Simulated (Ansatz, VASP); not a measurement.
## Two plane-wave programs on KCl

```xyz
2
Lattice="0.0000 3.1448 3.1448 3.1448 0.0000 3.1448 3.1448 3.1448 0.0000" Properties=species:S:1:pos:R:3 pbc="T T T"
K     0.0000    0.0000    0.0000
Cl    3.1448    3.1448    3.1448
```

Alike in both runs: task single point; functional LDA; k mesh 8 × 8 × 8; no spin polarisation.

|  | VASP | Ansatz |
| --- | --- | --- |
| version | VASP 6.6.1 | Ansatz 0.2.0 |
| potentials or method | VASP PAW LDA potentials, release 64 (K_sv, Cl) | plane waves, PAW |
| plane-wave cutoff (eV) | 520 | 420 |
| occupations | gaussian, width 0.01 eV | fixed |
| valence electrons in the cell | 16 | 16 |

```csv
,VASP,Ansatz,Ansatz less VASP
gap on the k mesh at the Fermi level (eV),4.75,4.75,-0.004
pressure (GPa),-1.9,-1.9,-0.04
```

LDA's correlation is that of Perdew and Zunger in VASP and of Perdew and Wang (1992) in Ansatz.
